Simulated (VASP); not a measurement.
# Co (P6_3/mmc) in VASP: further runs

Co is run at these levels: BLYP+D4, RPBE+D4, PBEsol, PBE exchange alone; tasks: single point.

All numbers are computed with VASP 6.6.1; they aren't measurements. Logs are shortened: lines on timing, memory, paths and dates and some standing lists are left out, and cuts for length are marked.

### 1 The cell of the first run

It takes space group P6_3/mmc (No. 194, hexagonal). The conventional cell has a = 2.439 Å, b = 2.439 Å, c = 3.967 Å, α = 90.00°, β = 90.00°, γ = 120.00°. Co (site symmetry -6m2) has 12 Co at 2.43 to 2.44 Å within 3.2 Å.

### 2 Single point, BLYP+D4, collinear spin, ferromagnetic start

The input, INCAR:

```
  PREC = Accurate
  ENCUT = 690
  EDIFF = 1E-6
  ISMEAR = -1
  SIGMA = 0.05
  LREAL = False
  LASPH = True
  NELM = 200
  ALGO = Normal
  ISIF = 2
  LWAVE = False
  LCHARG = True
  ISPIN = 2
  MAGMOM = 2 2
  LORBIT = 11
  LMAXMIX = 4
  GGA = B5
  ALDAX = 1.0
  AGGAX = 1.0
  AGGAC = 1.0
  ALDAC = 0.0
  IVDW = 13
  VDW_S6 = 1.0
  VDW_S8 = 2.34076671
  VDW_A1 = 0.44488865
  VDW_A2 = 4.0933009
  LELF = True
  LVHAR = True
  NBANDS = 28
  GGA_COMPAT = False
```

The input, KPOINTS:

```
regular mesh
0
Gamma
  12 12 7
```

The input, POSCAR:

```
Co
1.0
    2.4385904036      0.0000000000      0.0000000000
   -1.2192952018      2.1118812389      0.0000000000
    0.0000000000      0.0000000000      3.9667976331
Co
2
Direct
    0.6666666667      0.3333333333      0.7500000000
    0.3333333333      0.6666666667      0.2500000000
```

Potentials or basis: VASP PAW PBE potentials, release 64 (Co_sv).

Launch:

```
> cat potpaw_PBE.64/Co_sv/POTCAR > POTCAR
> mpirun -np 1 vasp_std > vasp.out
```

OUTCAR:

```text
PREC = Accurate
   ENCUT = 690
   EDIFF = 1E-6
   ISMEAR = -1
   LREAL = False
   LASPH = True
   NELM = 200
   ISIF = 2
   ISPIN = 2
   LORBIT = 11
   GGA = B5
   IVDW = 13

 ion  position               nearest neighbor table
   1  0.667  0.333  0.750-   2 2.43   2 2.43   2 2.43   2 2.43   2 2.43   2 2.43
   2  0.333  0.667  0.250-   1 2.43   1 2.43   1 2.43   1 2.43   1 2.43   1 2.43

  LATTYP: Found a hexagonal cell.
 ALAT       =     2.4385904036
 C/A-ratio  =     1.6266764715

  Lattice vectors:

 A1 = (   2.4385904036,   0.0000000000,   0.0000000000)
 A2 = (  -1.2192952018,   2.1118812389,   0.0000000000)
 A3 = (   0.0000000000,   0.0000000000,   3.9667976331)

Analysis of symmetry for initial positions (statically):
=====================================================================
 Subroutine PRICEL returns:
 Original cell was already a primitive cell.

 Routine SETGRP: Setting up the symmetry group for a
 hexagonal supercell.

 Subroutine GETGRP returns: Found 24 space group operations
 (whereof 12 operations were pure point group operations)
 out of a pool of 24 trial point group operations.

The static configuration has the point symmetry D_3d.
 The point group associated with its full space group is D_6h.

Analysis of symmetry for dynamics (positions and initial velocities):
=====================================================================
 Subroutine PRICEL returns:
 Original cell was already a primitive cell.

 Routine SETGRP: Setting up the symmetry group for a
 hexagonal supercell.

 Subroutine GETGRP returns: Found 24 space group operations
 (whereof 12 operations were pure point group operations)
 out of a pool of 24 trial point group operations.

The dynamic configuration has the point symmetry D_3d.
 The point group associated with its full space group is D_6h.

Analysis of structural, dynamic, and magnetic symmetry:
=====================================================================
 Subroutine PRICEL returns:
 Original cell was already a primitive cell.

 Routine SETGRP: Setting up the symmetry group for a
 hexagonal supercell.

 Subroutine GETGRP returns: Found 24 space group operations
 (whereof 12 operations were pure point group operations)
 out of a pool of 24 trial point group operations.

The overall configuration has the point symmetry D_3d.
 The point group associated with its full space group is D_6h.

 Subroutine INISYM returns: Found 24 space group operations
 (whereof 12 operations are pure point group operations),
 and found     1 'primitive' translations

[... 118 lines left out ...]
   LORBIT       =     11    0 simple, 1 ext, 2 COOP (PROOUT), +10 PAW based schemes
   GGA     = B5    functional components
   LHFCALC =     F    Hartree Fock is set to
   AEXX    =    0.0000 exact exchange contribution
   IVDW    =    13    specifies the selected vdW correction
   LEPSILON=     F    determine dielectric tensor
   LRPA    =     F    only Hartree local field effects (RPA)
 spin polarized calculation
  energy-cutoff  :      690.00
  volume of cell :       20.43
 maximum number of plane-waves:       860
 NGX is ok and might be reduce to    24
   NGX = 11   NGY = 11   NGZ = 17

 number of electron      33.9999990 magnetization       3.0189826

 Free energy of the ion-electron system (eV)
  ---------------------------------------------------
  ext. energy  EPLUGINS =         0.00000000
  ---------------------------------------------------
  free energy    TOTEN  =       -12.08004505 eV

  energy without entropy =      -12.06535317  energy(sigma->0) =      -12.07269911

 E-fermi :  13.4378     XC(G=0): -13.7042

 val. band max:       13.4245846923   @ k =   0.1667   0.0833   0.1429
 cond. band min:      13.4387629150   @ k =   0.3333   0.1667   0.4286
 fundamental gap:      0.0141782227
 Fermi energy:        13.4377684186

 spin component 1

 k-point     1 :       0.0000    0.0000    0.0000
  band No.  band energies     occupation
      1     -82.1458      1.00000
      2     -82.0720      1.00000
      3     -45.8248      1.00000
      4     -45.4695      1.00000
      5     -45.4695      1.00000
      6     -45.4178      1.00000
[... 733 lines left out ...]
     27      37.5947      0.00000
     28      39.1686      0.00000

 [... further k-points ...]

 spin component 2

 k-point     1 :       0.0000    0.0000    0.0000
  band No.  band energies     occupation
      1     -80.2173      1.00000
      2     -80.1383      1.00000
      3     -43.9651      1.00000
      4     -43.6013      1.00000
      5     -43.6013      1.00000
      6     -43.5399      1.00000
[... 733 lines left out ...]
     27      37.9730      0.00000
     28      39.5382      0.00000

 [... further k-points ...]

------------------------ aborting loop because EDIFF is reached ----------------------------------------

  DFT-D4 for vdW energy calculation

  Edisp (eV):   -1.75890

  FORCE on cell =-STRESS in cart. coord.  units (eV):
  Direction    XX          YY          ZZ          XY          YZ          ZX
  --------------------------------------------------------------------------------------
  -------------------------------------------------------------------------------------
  Total       1.41289     1.41289     1.05208     0.00000     0.00000     0.00000
  in kB     110.80789   110.80789    82.51070     0.00000     0.00000     0.00000
  external pressure =      101.38 kB  Pullay stress =        0.00 kB

 VOLUME and BASIS-vectors are now :
 -----------------------------------------------------------------------------
  energy-cutoff  :      690.00
  volume of cell :       20.43
      direct lattice vectors                 reciprocal lattice vectors
     2.438590404  0.000000000  0.000000000     0.410072966  0.236755737  0.000000000
    -1.219295202  2.111881239  0.000000000     0.000000000  0.473511475  0.000000000
     0.000000000  0.000000000  3.966797633     0.000000000  0.000000000  0.252092517

 POSITION                                       TOTAL-FORCE (eV/Angst)
 -----------------------------------------------------------------------------------
      1.21930      0.70396      2.97510         0.000000      0.000000      0.000000
     -0.00000      1.40792      0.99170        -0.000000     -0.000000      0.000000
 -----------------------------------------------------------------------------------
    total drift:                                0.000000     -0.000000      0.000000

  FREE ENERGIE OF THE ION-ELECTRON SYSTEM (eV)
  ---------------------------------------------------
  free  energy   TOTEN  =       -13.8389431161 eV

  energy  without entropy=      -13.8242512364  energy(sigma->0) =      -13.83159718

 total charge

# of ion       s       p       d       tot
------------------------------------------
    1        2.261   6.130   6.772  15.163
    2        2.261   6.130   6.772  15.163
--------------------------------------------------
tot          4.522  12.260  13.544  30.326

 magnetization (x)

# of ion       s       p       d       tot
------------------------------------------
    1       -0.006  -0.014   1.583   1.564
    2       -0.006  -0.014   1.583   1.564
--------------------------------------------------
tot         -0.012  -0.027   3.167   3.128
```

OSZICAR:

```text
N       E                     dE             d eps       ncg     rms          rms(c)
DAV:   1     0.653686080153E+03    0.65369E+03   -0.22786E+04 11336   0.446E+03
DAV:   2     0.362225687848E+02   -0.61746E+03   -0.58953E+03 12692   0.976E+02
DAV:   3    -0.132923696960E+02   -0.49515E+02   -0.48262E+02 12712   0.279E+02
DAV:   4    -0.140103872457E+02   -0.71802E+00   -0.71745E+00 12424   0.306E+01
DAV:   5    -0.140437197784E+02   -0.33333E-01   -0.33332E-01 11712   0.679E+00    0.171E+01
DAV:   6    -0.125961572269E+02    0.14476E+01   -0.94218E+00 10536   0.888E+01    0.132E+01
DAV:   7    -0.120947964309E+02    0.50136E+00   -0.17303E+00 10544   0.374E+01    0.489E+00
DAV:   8    -0.120876764698E+02    0.71200E-02   -0.44115E-02 13316   0.331E+00    0.172E+00
DAV:   9    -0.120803169432E+02    0.73595E-02   -0.36670E-03 14260   0.142E+00    0.489E-01
DAV:  10    -0.120799863897E+02    0.33055E-03   -0.99944E-04 12952   0.829E-01    0.735E-02
DAV:  11    -0.120800386527E+02   -0.52263E-04   -0.55499E-05 12180   0.133E-01    0.330E-02
DAV:  12    -0.120800444889E+02   -0.58362E-05   -0.78746E-06 10000   0.553E-02    0.158E-02
DAV:  13    -0.120800450492E+02   -0.56035E-06   -0.29933E-06  8396   0.254E-02
   1 F= -.13838943E+02 E0= -.13831597E+02  d E =-.146919E-01  mag=     3.0189
```

Wall time 82 s (1 thread of AMD EPYC 9R45 (Zen 5), shared host); peak memory 0.19 GiB.

Results:

```
Free energy                                           : -13.8389 eV
Pressure                                              : 10.1 GPa
Net moment                                            : 3.02 μB per cell
Site moments                                          : Co +1.56 μB
Valence electrons inside the program's atomic spheres : Co 15.16
Dispersion energy per atom                            : -0.879 eV
```

Caveat: the cell stands under pressure; the PAW data sets were made with another functional, which shifts forces and pressure a little.

### 3 Single point, RPBE+D4, collinear spin, ferromagnetic start

This run uses another cell than the first one, of 10.43 Å³/atom.

The input, INCAR:

```
SYSTEM = Co
PREC     = Accurate       ! precision mode
ENCUT    = 690            ! plane-wave cutoff, eV
EDIFF    = 1E-6           ! SCF threshold, eV
ISMEAR   = -1             ! smearing method
SIGMA    = 0.05           ! smearing width, eV
LREAL    = .False.        ! projectors in reciprocal space
LASPH    = .True.         ! aspherical terms in the spheres
NELM     = 200            ! most SCF steps
ALGO     = Normal         ! electronic algorithm
ISIF     = 2              ! what is computed and relaxed
LWAVE    = .False.        ! write WAVECAR
LCHARG   = .True.         ! write CHGCAR
ISPIN    = 2              ! spin polarisation
MAGMOM   = 2 2            ! initial moments
LORBIT   = 11             ! projections on sites
LMAXMIX  = 4              ! l up to which the mixer works
GGA      = RP             ! functional
IVDW     = 13             ! dispersion correction
LELF     = .True.         ! ELF
LVHAR    = .True.       
NBANDS   = 28             ! bands
GGA_COMPAT= .False.
```

The input, KPOINTS:

```
Automatic mesh
0
Gamma
  12 12 7
  0 0 0
```

The input, POSCAR:

```
Co
1.0
    2.4554087999      0.0000000000      0.0000000000
   -1.2277044000      2.1264463974      0.0000000000
    0.0000000000      0.0000000000      3.9941557227
Co
2
Direct
    0.6666666667      0.3333333333      0.7500000000
    0.3333333333      0.6666666667      0.2500000000
```

Potentials or basis: VASP PAW PBE potentials, release 64 (Co_sv).

Launch:

```
> cat potpaw_PBE.64/Co_sv/POTCAR > POTCAR
> mpirun -np 1 vasp_std > vasp.out
```

It took 95 s on 1 thread of Intel Xeon Platinum 8375C at 2.90GHz (Ice Lake), shared host; peak memory 0.22 GiB.

The run converged. Its results:

| Property | Result |
| --- | --- |
| Free energy | -14.8903 eV |
| Pressure | 0.9 GPa |
| Net moment | 3.20 μB per cell |
| Site moments | Co +1.67 μB |
| Valence electrons inside the program's atomic spheres | Co 15.09 |
| Dispersion energy per atom | -0.870 eV |

Stress tensor (GPa, compression positive):
```
 1.86  0.00  0.00
 0.00  1.86  0.00
 0.00  0.00 -0.95
```

Levels at points of the mesh, in eV from the Fermi level:
Spin up:
| k point | band 16 | band 17 | band 18 | band 19 | band 20 | band 21 | band 22 | band 23 |
| --- | --- | --- | --- | --- | --- | --- | --- | --- |
| (0.00, 0.00, 0.00) | -1.96 | -1.96 | -0.81 | -0.81 | -0.25 | 6.59 | 22.21 | 25.24 |
| (0.50, 0.00, 0.00) | -0.65 | -0.58 | -0.50 | 1.38 | 3.50 | 9.91 | 10.62 | 12.96 |
Spin down:
```tsv
k point	band 11	band 12	band 13	band 14	band 15	band 16	band 17	band 18	band 19	band 20
(0.00, 0.00, 0.00)	-1.08	-1.01	-1.01	-0.63	-0.63	-0.37	-0.15	-0.15	1.13	1.13
(0.50, 0.00, 0.00)	-3.48	-2.00	-1.16	-1.13	-0.68	1.29	1.40	1.46	2.66	4.48
```

Caveat: the PAW data sets were made with another functional, which shifts forces and pressure a little.

### 4 Single point, PBEsol, collinear spin, ferromagnetic start

This run uses another cell than the first one, of 10.28 Å³/atom.

The input, INCAR:

```
SYSTEM = Co
PREC = Accurate
ENCUT = 690
EDIFF = 1E-6
ISMEAR = -1
SIGMA = 0.05
LREAL = .False.
LASPH = .True.
NELM = 200
ALGO = Normal
ISIF = 2
LWAVE = .False.
LCHARG = .False.
ISPIN = 2
MAGMOM = 2 2
LORBIT = 11
LMAXMIX = 4
GGA = PS
NBANDS = 28
GGA_COMPAT = .False.
```

KPOINTS is that of step 3.

The input, POSCAR:

```
Co
1.0
    2.4503801568      0.0000000000      0.0000000000
   -1.2251900784      2.1220914647      0.0000000000
    0.0000000000      0.0000000000      3.9538705557
Co
2
Direct
    0.6666666667      0.3333333333      0.7500000000
    0.3333333333      0.6666666667      0.2500000000
```

Launch:

```
> cat potpaw_PBE.64/Co_sv/POTCAR > POTCAR
> mpirun -np 1 vasp_std > vasp.out
```

Run time: 60 s. Hardware: 1 thread of Intel Xeon Platinum 8488C (Sapphire Rapids), shared host; peak memory 0.22 GiB.

It converged, with:

- Free energy: -15.6355 eV
- Pressure: 0.3 GPa
- Net moment: 3.10 μB per cell
- Site moments: Co +1.61 μB
- Valence electrons inside the program's atomic spheres: Co 15.10

Levels at points of the mesh, in eV from the Fermi level:
Spin up:
```
           k point  band 16  band 17  band 18  band 19  band 20  band 21  band 22  band 23
(0.00, 0.00, 0.00)    -1.91    -1.91    -0.69    -0.69    -0.20     6.84    22.21    25.23
(0.50, 0.00, 0.00)    -0.56    -0.44    -0.39     1.44     3.56    10.05    10.75    13.18
```
Spin down:
| k point | band 11 | band 12 | band 13 | band 14 | band 15 | band 16 | band 17 | band 18 | band 19 | band 20 |
| --- | --- | --- | --- | --- | --- | --- | --- | --- | --- | --- |
| (0.00, 0.00, 0.00) | -1.08 | -1.07 | -1.07 | -0.67 | -0.67 | -0.22 | -0.22 | -0.19 | 1.12 | 1.12 |
| (0.50, 0.00, 0.00) | -3.55 | -2.01 | -1.26 | -1.14 | -0.68 | 1.26 | 1.41 | 1.44 | 2.70 | 4.55 |

Caveat: the PAW data sets were made with another functional, which shifts forces and pressure a little.

### 5 Single point, PBE exchange alone, collinear spin, ferromagnetic start

This run uses another cell than the first one, of 10.43 Å³/atom.

The input, INCAR:

```
SYSTEM = Co
AGGAC = 0.0 ; ALDAC = 0.0
ALGO = Normal ; EDIFF = 1E-6
ENCUT = 690 ; GGA = PE
GGA_COMPAT = .False. ; ISIF = 2
ISMEAR = -1 ; ISPIN = 2
LASPH = .True. ; LCHARG = .False.
LMAXMIX = 4 ; LORBIT = 11
LREAL = .False. ; LWAVE = .False.
MAGMOM = 2 2 ; NBANDS = 28
NELM = 200 ; PREC = Accurate
SIGMA = 0.05
```

The input, KPOINTS:

```
k-points
0
Gamma
  12 12 7
  0 0 0
```

The input, POSCAR:

```
Co
1.0
    2.4554087999      0.0000000000      0.0000000000
   -1.2277044000      2.1264463974      0.0000000000
    0.0000000000      0.0000000000      3.9941557227
Co
2
Direct
    0.6666666667      0.3333333333      0.7500000000
    0.3333333333      0.6666666667      0.2500000000
```

Launch:

```
> cat potpaw_PBE.64/Co_sv/POTCAR > POTCAR
> mpirun -np 1 vasp_std > vasp.out
```

Wall time 1.8 min (1 thread of Intel Xeon Platinum 8259CL at 2.50GHz (Skylake/Cascade Lake), shared host); peak memory 0.22 GiB.

It converged, with:

* Free energy: -10.1696 eV
* Pressure: 38.0 GPa
* Net moment: 3.28 μB per cell
* Site moments: Co +1.73 μB
* Valence electrons inside the program's atomic spheres: Co 15.12

Stress tensor (GPa, compression positive):
```
38.89  0.00  0.00
 0.00 38.89  0.00
 0.00  0.00 36.08
```

Levels at points of the mesh, in eV from the Fermi level:
Spin up:
| k point | band 17 | band 18 | band 19 | band 20 | band 21 | band 22 |
| --- | --- | --- | --- | --- | --- | --- |
| (0.00, 0.00, 0.00) | -2.14 | -0.99 | -0.99 | -0.11 | 6.48 | 22.50 |
| (0.50, 0.00, 0.00) | -0.76 | -0.67 | 1.35 | 3.44 | 9.93 | 10.55 |
Spin down:
| k point | band 13 | band 14 | band 15 | band 16 | band 17 | band 18 |
| --- | --- | --- | --- | --- | --- | --- |
| (0.00, 0.00, 0.00) | -1.00 | -0.61 | -0.61 | -0.24 | -0.13 | -0.13 |
| (0.50, 0.00, 0.00) | -1.15 | -1.11 | -0.66 | 1.33 | 1.44 | 1.51 |

Caveat: the cell stands under pressure.

### 6 The runs side by side

```tsv
level	cell	gap on the mesh (eV)	pressure (GPa)	moment (μB)
BLYP+D4	a = 2.439, b = 2.439, c = 3.967 Å, angles 90.0, 90.0, 120.0°, 2 atoms	none	10.1	3.02
RPBE+D4	a = 2.455, b = 2.455, c = 3.994 Å, angles 90.0, 90.0, 120.0°, 2 atoms	none	0.9	3.20
PBEsol	a = 2.450, b = 2.450, c = 3.954 Å, angles 90.0, 90.0, 120.0°, 2 atoms	none	0.3	3.10
PBE exchange alone	a = 2.455, b = 2.455, c = 3.994 Å, angles 90.0, 90.0, 120.0°, 2 atoms	none	38.0	3.28
```

Alike in all rows: task single point; potentials or basis VASP PAW PBE potentials, release 64 (Co_sv); spin collinear, ferromagnetic start; k mesh 12 × 12 × 7; cutoff (eV) 690; smearing fermi-dirac 0.05 eV.

Caveats: the PAW data sets were made with another functional, which shifts forces and pressure a little (at least some runs); the cell stands under pressure (at least some runs).

Absolute energies hang on the potentials; compare differences alone.
